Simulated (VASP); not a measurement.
# InRu2 (Fd-3m) in VASP: further runs

Runs on InRu2. Level: PBE. Tasks: relaxation of cell and atoms, single point.

Everything below comes from runs of VASP 6.6.1. Logs are shortened: lines on timing, memory, paths and dates and some standing lists are left out, and cuts for length are marked.

## 1. The cell of the first run

Symmetry: Fd-3m, No. 227, cubic system. Conventional cell: a = 7.456 Å, b = 7.456 Å, c = 7.456 Å, α = 90.00°, β = 90.00°, γ = 90.00°. Within 4.1 Å of In (site symmetry -43m) lie 12 Ru at 3.09 Å and 4 In at 3.23 Å. Ru (site symmetry -3m) has 6 Ru at 2.64 Å and 6 In at 3.09 Å within 3.5 Å.

## 2. Relaxation of cell and atoms, PBE

INCAR reads:

```
PREC = Accurate
ENCUT = 600
EDIFF = 1E-6
ISMEAR = 0
SIGMA = 0.1
LREAL = False
LASPH = True
NELM = 60
ALGO = Normal
ISIF = 3
LWAVE = False
LCHARG = False
GGA = PE
IBRION = 2
NSW = 90
EDIFFG = -0.04
```

KPOINTS reads:

```
regular mesh
0
Gamma
  4 4 4
```

POSCAR reads:

```
InRu2
1.0
    0.0000000000      3.7278132600      3.7278132600
    3.7278132600      0.0000000000      3.7278132600
    3.7278132600      3.7278132600      0.0000000000
In Ru
2 4
Direct
    0.0000000000      0.0000000000      0.0000000000
    0.2500000000      0.2500000000      0.2500000000
    0.6250000000      0.1250000000      0.6250000000
    0.6250000000      0.6250000000      0.1250000000
    0.1250000000      0.6250000000      0.6250000000
    0.6250000000      0.6250000000      0.6250000000
```

Potentials or basis: VASP PAW PBE potentials, release 64 (In_d, Ru_pv).

The run is started by

```console
> cat potpaw_PBE.64/In_d/POTCAR potpaw_PBE.64/Ru_pv/POTCAR > POTCAR
> mpirun -np 1 vasp_std > vasp.out
```

OUTCAR:

```text
PREC = Accurate
   ENCUT = 600
   EDIFF = 1E-6
   ISMEAR = 0
   LREAL = False
   LASPH = True
   NELM = 60
   ISIF = 3
   GGA = PE
   IBRION = 2
   NSW = 90
   EDIFFG = -0.04

 ion  position               nearest neighbor table
   1  0.000  0.000  0.000-   4 3.09   6 3.09   4 3.09   6 3.09   3 3.09   5 3.09   6 3.09   3 3.09
                             5 3.09   3 3.09   4 3.09   5 3.09   2 3.23   2 3.23   2 3.23   2 3.23
   2  0.250  0.250  0.250-   3 3.09   5 3.09   3 3.09   5 3.09   6 3.09   4 3.09   6 3.09   4 3.09
                             6 3.09   3 3.09   5 3.09   4 3.09   1 3.23   1 3.23   1 3.23   1 3.23
   3  0.625  0.125  0.625-   6 2.64   4 2.64   4 2.64   5 2.64   6 2.64   5 2.64   2 3.09   2 3.09
                             1 3.09   1 3.09   1 3.09   2 3.09
   4  0.625  0.625  0.125-   6 2.64   3 2.64   5 2.64   6 2.64   3 2.64   5 2.64   1 3.09   2 3.09
                             1 3.09   2 3.09   1 3.09   2 3.09
   5  0.125  0.625  0.625-   6 2.64   4 2.64   3 2.64   3 2.64   4 2.64   6 2.64   2 3.09   2 3.09
                             1 3.09   1 3.09   2 3.09   1 3.09
   6  0.625  0.625  0.625-   3 2.64   4 2.64   5 2.64   4 2.64   3 2.64   5 2.64   1 3.09   2 3.09
                             1 3.09   2 3.09   1 3.09   2 3.09

  LATTYP: Found a face centered cubic cell.
 ALAT       =     7.4556265200

  Lattice vectors:

 A1 = (   0.0000000000,   3.7278132600,   3.7278132600)
 A2 = (   3.7278132600,   0.0000000000,   3.7278132600)
 A3 = (   3.7278132600,   3.7278132600,   0.0000000000)

Analysis of symmetry for initial positions (statically):
=====================================================================
 Subroutine PRICEL returns:
 Original cell was already a primitive cell.

 Routine SETGRP: Setting up the symmetry group for a
 face centered cubic supercell.

 Subroutine GETGRP returns: Found 48 space group operations
 (whereof 24 operations were pure point group operations)
 out of a pool of 48 trial point group operations.

The static configuration has the point symmetry T_d .
 The point group associated with its full space group is O_h .

Analysis of symmetry for dynamics (positions and initial velocities):
=====================================================================
 Subroutine PRICEL returns:
 Original cell was already a primitive cell.

 Routine SETGRP: Setting up the symmetry group for a
 face centered cubic supercell.

 Subroutine GETGRP returns: Found 48 space group operations
 (whereof 24 operations were pure point group operations)
 out of a pool of 48 trial point group operations.

The dynamic configuration has the point symmetry T_d .
 The point group associated with its full space group is O_h .

 Subroutine INISYM returns: Found 48 space group operations
 (whereof 24 operations are pure point group operations),
 and found     1 'primitive' translations

----------------------------------------------------------------------------------------

                                     Primitive cell

  volume of cell :     103.6078

  direct lattice vectors                    reciprocal lattice vectors
     0.000000000  3.727813260  3.727813260    -0.134126890  0.134126890  0.134126890
     3.727813260  0.000000000  3.727813260     0.134126890 -0.134126890  0.134126890
     3.727813260  3.727813260  0.000000000     0.134126890  0.134126890 -0.134126890

  length of vectors
     5.271924070  5.271924070  5.271924070     0.232314589  0.232314589  0.232314589

  position of ions in fractional coordinates (direct lattice)
     0.000000000  0.000000000  0.000000000
     0.250000000  0.250000000  0.250000000
     0.625000000  0.125000000  0.625000000
     0.625000000  0.625000000  0.125000000
     0.125000000  0.625000000  0.625000000
     0.625000000  0.625000000  0.625000000

  ion indices of the primitive-cell ions
   primitive index   ion index
                 1           1
                 2           2
                 3           3
                 4           4
                 5           5
                 6           6

----------------------------------------------------------------------------------------

 KPOINTS: regular mesh

Automatic generation of k-mesh.
 Grid dimensions read from file:
 generate k-points for:    4    4    4

 Generating k-lattice:

  Cartesian coordinates                     Fractional coordinates (reciprocal lattice)
    -0.033531723  0.033531723  0.033531723     0.250000000  0.000000000  0.000000000
     0.033531723 -0.033531723  0.033531723     0.000000000  0.250000000  0.000000000
     0.033531723  0.033531723 -0.033531723     0.000000000  0.000000000  0.250000000

  Length of vectors
     0.058078647  0.058078647  0.058078647

  Shift w.r.t. Gamma in fractional coordinates (k-lattice)
     0.000000000  0.000000000  0.000000000

 Subroutine IBZKPT returns following result:
 ===========================================

 Found      8 irreducible k-points:

 Following reciprocal coordinates:
            Coordinates               Weight
  0.000000  0.000000  0.000000      1.000000
  0.250000  0.000000  0.000000      8.000000
  0.500000  0.000000  0.000000      4.000000
  0.250000  0.250000  0.000000      6.000000
  0.500000  0.250000  0.000000     24.000000
 -0.250000  0.250000  0.000000     12.000000
  0.500000  0.500000  0.000000      3.000000
 -0.250000  0.500000  0.250000      6.000000
   k-points           NKPTS =      8   k-points in BZ     NKDIM =      8   number of bands    NBANDS=     49
   number of dos      NEDOS =    301   number of ions     NIONS =      6
   total plane-waves  NPLWV =  74088
   dimension x,y,z NGX =    42 NGY =   42 NGZ =   42
   dimension x,y,z NGXF=    84 NGYF=   84 NGZF=   84
   ions per type =               2   4
   NGX,Y,Z   is equivalent  to a cutoff of  13.24, 13.24, 13.24 a.u.
   NGXF,Y,Z  is equivalent  to a cutoff of  26.49, 26.49, 26.49 a.u.
 SYSTEM =  unknown system
   PREC   = accura    normal or accurate (medium, high low for compatibility)
   ISTART =      0    job   : 0-new  1-cont  2-samecut
   ICHARG =      2    charge: 1-file 2-atom 10-const
   ISPIN  =      1    spin polarized calculation?
   LNONCOLLINEAR =      F non collinear calculations
   LSORBIT =      F    spin-orbit coupling
   LASPH  =      T    aspherical Exc in radial PAW
   ENCUT  =  600.0 eV  44.10 Ry    6.64 a.u.  10.53 10.53 10.53*2*pi/ulx,y,z
   NELM   =     60;   NELMIN=  2; NELMDL= -5     # of ELM steps
   EDIFF  = 0.1E-05   stopping-criterion for ELM
   LREAL  =      F    real-space projection
   EDIFFG = -.4E-01   stopping-criterion for IOM
   NSW    =     90    number of steps for IOM
   IBRION =      2    ionic relax: 0-MD 1-quasi-New 2-CG
   NFREE  =      1    steps in history (QN), initial steepest desc. (CG)
   ISIF   =      3    stress and relaxation
   ISYM   =      2    0-nonsym 1-usesym 2-fastsym
   POTIM  = 0.5000    time-step for ionic-motion
   TEBEG  =    0.0;   TEEND  =   0.0 temperature during run
   PSTRESS=    0.0 pullay stress
   NELECT =      82.0000    total number of electrons
   NUPDOWN=      -1.0000    fix difference up-down
   EMIN   =  10.00;   EMAX   =-10.00  energy-range for DOS
   EFERMI =   0.00;   METHOD = LEGACY
   ISMEAR =     0;   SIGMA  =   0.10  broadening in eV -4-tet -1-fermi 0-gaus
   EFERMI_NEDOS =   21; number of points for ismear=-14 and -15
   IALGO  =     38    algorithm
   IMIX   =      4    mixing-type and parameters
     AMIX     =   0.40;   BMIX     =  1.00
     AMIX_MAG =   1.60;   BMIX_MAG =  1.00
  volume/ion in A,a.u.               =      17.27       116.53
  Fermi-wavevector in a.u.,A,eV,Ry     =   1.514312  2.861634 31.200066  2.293140
  Thomas-Fermi vector in A             =   2.623986
   LORBIT       =      0    0 simple, 1 ext, 2 COOP (PROOUT), +10 PAW based schemes
   GGA     = PE    functional components
   LHFCALC =     F    Hartree Fock is set to
   AEXX    =    0.0000 exact exchange contribution
   IVDW    =     0    specifies the selected vdW correction
   LEPSILON=     F    determine dielectric tensor
   LRPA    =     F    only Hartree local field effects (RPA)
 conjugate gradient relaxation of ions
 non-spin polarized calculation
 Gauss-broadening in eV      SIGMA  =   0.10
  energy-cutoff  :      600.00
  volume of cell :      103.61
 maximum number of plane-waves:      3479
   NGX = 21   NGY = 21   NGZ = 21

--------------------------------------- Ionic step        1  -------------------------------------------

 number of electron      82.0000002 magnetization

 Free energy of the ion-electron system (eV)
  ---------------------------------------------------
  ext. energy  EPLUGINS =         0.00000000
  ---------------------------------------------------
  free energy    TOTEN  =       -39.54751704 eV

  energy without entropy =      -39.49988618  energy(sigma->0) =      -39.52370161

------------------------ aborting loop because EDIFF is reached ----------------------------------------

  FORCE on cell =-STRESS in cart. coord.  units (eV):
  Direction    XX          YY          ZZ          XY          YZ          ZX
  --------------------------------------------------------------------------------------
  -------------------------------------------------------------------------------------
  Total       -3.5452755     -3.5452755     -3.5452755     -0.0000000     -0.0000000     -0.0000000
  in kB      -54.8236734    -54.8236734    -54.8236734     -0.0000000     -0.0000000     -0.0000000
  external PRESSURE =     -54.8236734 kB  Pullay stress =       0.0000000 kB
[... 65 lines left out ...]
  energy  without entropy=      -39.3945660070  energy(sigma->0) =      -39.41397587

--------------------------------------- Ionic step        3  -------------------------------------------

 number of electron      82.0000027 magnetization

 Free energy of the ion-electron system (eV)
  ---------------------------------------------------
  ext. energy  EPLUGINS =         0.00000000
  ---------------------------------------------------
  free energy    TOTEN  =       -39.60630648 eV

  energy without entropy =      -39.56168563  energy(sigma->0) =      -39.58399605

 E-fermi :  10.9892     XC(G=0): -12.6833

 val. band max:       10.9824010112   @ k =   0.2500   0.0000   0.0000
 cond. band min:      10.9982322203   @ k =   0.2500   0.2500   0.0000
 fundamental gap:      0.0158312091
 Fermi energy:        10.9892193740

 k-point     1 :       0.0000    0.0000    0.0000
  band No.  band energies     occupation
      1     -32.6014      2.00000
      2     -31.9279      2.00000
      3     -31.9279      2.00000
      4     -31.9279      2.00000
      5     -31.6850      2.00000
      6     -31.6850      2.00000
[... 438 lines left out ...]
  FREE ENERGIE OF THE ION-ELECTRON SYSTEM (eV)
  ---------------------------------------------------
  free  energy   TOTEN  =       -39.6063064756 eV

  energy  without entropy=      -39.5616856299  energy(sigma->0) =      -39.58399605

 reached required accuracy - stopping structural energy minimisation
```

It took 6.1 min on 1 thread of Intel Xeon 8259CL, shared host; peak memory 0.28 GiB.

What came out:

```
Free energy                            : -39.6063 eV
Relaxed volume                         : 16.72 Å³/atom
Relaxed cell                           : a = 5.215 Å, b = 5.215 Å, c = 5.215 Å, α = 60.00°, β = 60.00°, γ = 60.00°
Space group after relaxing (to 0.05 Å) : Fd-3m (No. 227)
Energy gained by relaxing              : 9.8 meV/atom
Ionic steps                            : 3
Pressure after relaxing                : -0.1 GPa
Band gap on the k mesh                 : zero (band 41 reaches 11.17 eV, above the bottom of band 42 at 10.73 eV)
```

Step by step:
| step | energy change (eV) | largest force (eV/Å) | pressure (GPa) | volume (Å³) |
| --- | --- | --- | --- | --- |
| 1 | 0.0000 | 0.0000 | -5.48 | 103.61 |
| 2 | 0.1141 | 0.0000 | 11.12 | 95.00 |
| 3 | -0.0588 | 0.0000 | -0.08 | 100.31 |

Final structure:
```cif
data_structure
_symmetry_space_group_name_H-M 'P 1'
_symmetry_Int_Tables_number 1
_cell_length_a 5.2154
_cell_length_b 5.2154
_cell_length_c 5.2154
_cell_angle_alpha 60.000
_cell_angle_beta 60.000
_cell_angle_gamma 60.000
_cell_volume 100.31
loop_
_atom_site_label
_atom_site_type_symbol
_atom_site_fract_x
_atom_site_fract_y
_atom_site_fract_z
_atom_site_occupancy
In1 In 0.00000 0.00000 0.00000 1
In2 In 0.25000 0.25000 0.25000 1
Ru1 Ru 0.62500 0.12500 0.62500 1
Ru2 Ru 0.62500 0.62500 0.12500 1
Ru3 Ru 0.12500 0.62500 0.62500 1
Ru4 Ru 0.62500 0.62500 0.62500 1
```

Levels at points of the mesh, in eV from the Fermi level:
| k point | band 37 | band 38 | band 39 | band 40 | band 41 | band 42 | band 43 | band 44 | band 45 | band 46 |
| --- | --- | --- | --- | --- | --- | --- | --- | --- | --- | --- |
| (0.00, 0.00, 0.00) | -0.02 | -0.02 | -0.02 | 0.18 | 0.18 | 0.37 | 0.37 | 0.37 | 2.52 | 2.52 |
| (0.50, 0.00, 0.00) | -1.47 | -1.47 | -0.23 | -0.11 | -0.11 | 0.12 | 0.12 | 1.35 | 1.35 | 1.48 |
| (0.50, 0.50, 0.00) | -1.70 | -1.70 | -1.48 | -1.48 | -0.06 | -0.06 | 0.13 | 0.13 | 0.70 | 0.70 |

Caveat: the k points lie up to 0.37 Å⁻¹ apart in the final cell; spin-orbit coupling is left out, which moves the levels of the heavy elements.

## 3. Single point, PBE, collinear spin, ferromagnetic start

This run uses another cell than the first one, of 16.71 Å³/atom, 0.968 times its volume.

INCAR reads:

```
SYSTEM = InRu2
PREC = Accurate
ENCUT = 520
EDIFF = 1E-7
ISMEAR = 0
SIGMA = 0.1
LREAL = .FALSE.
LASPH = .TRUE.
NELM = 150
ALGO = Normal
ISIF = 2
LWAVE = .FALSE.
LCHARG = .FALSE.
ISPIN = 2
MAGMOM = 0 0 1 1 1 1
LORBIT = 11
LMAXMIX = 4
GGA = PE
NBANDS = 54
```

KPOINTS reads:

```
regular mesh
0
G
  4 4 4
  0 0 0
```

POSCAR reads:

```
InRu2
1.0
    0.0000000000      3.6870890420      3.6870890420
    3.6870890420      0.0000000000      3.6870890420
    3.6870890420      3.6870890420      0.0000000000
In Ru
2 4
Direct
    0.5000000000      0.5000000000      0.5000000000
    0.7500000000      0.7500000000      0.7500000000
    0.1250000000      0.6250000000      0.1250000000
    0.1250000000      0.1250000000      0.6250000000
    0.6250000000      0.1250000000      0.1250000000
    0.1250000000      0.1250000000      0.1250000000
```

Potentials or basis: VASP PAW PBE potentials, release 64 (In_d, Ru_pv).

The run is started by

```console
> cat potpaw_PBE.64/In_d/POTCAR potpaw_PBE.64/Ru_pv/POTCAR > POTCAR
> mpirun -np 1 vasp_std > vasp.out
```

Wall time 4.9 min (1 thread of Intel Xeon 8259CL, shared host); peak memory 0.31 GiB.

Results (log left out):

```yaml
Free_energy: -39.6072 eV
Pressure: 0.6 GPa
Net_moment: 1.77 μB per cell
Site_moments: In -0.02; Ru +0.45 μB
Valence_electrons_inside_the_program's_atomic_spheres: In 11.36; Ru 12.66
```

Levels at points of the mesh, in eV from the Fermi level:
Spin up:
| k point | band 39 | band 40 | band 41 | band 42 | band 43 | band 44 | band 45 | band 46 |
| --- | --- | --- | --- | --- | --- | --- | --- | --- |
| (0.00, 0.00, 0.00) | -0.22 | -0.07 | -0.07 | 0.33 | 0.33 | 0.33 | 2.37 | 2.37 |
| (0.50, 0.00, 0.00) | -0.47 | -0.30 | -0.30 | -0.11 | -0.11 | 1.22 | 1.22 | 1.38 |
| (0.50, 0.50, 0.00) | -1.69 | -1.69 | -0.25 | -0.25 | -0.12 | -0.12 | 0.55 | 0.55 |
Spin down:
| k point | band 37 | band 38 | band 39 | band 40 | band 41 | band 42 |
| --- | --- | --- | --- | --- | --- | --- |
| (0.00, 0.00, 0.00) | 0.13 | 0.13 | 0.13 | 0.36 | 0.36 | 0.36 |
| (0.50, 0.00, 0.00) | -1.38 | -1.38 | -0.04 | 0.03 | 0.03 | 0.33 |
| (0.50, 0.50, 0.00) | -1.64 | -1.64 | -1.31 | -1.31 | 0.07 | 0.07 |

Caveat: the k points lie up to 0.37 Å⁻¹ apart; spin-orbit coupling is left out, which moves the levels of the heavy elements.
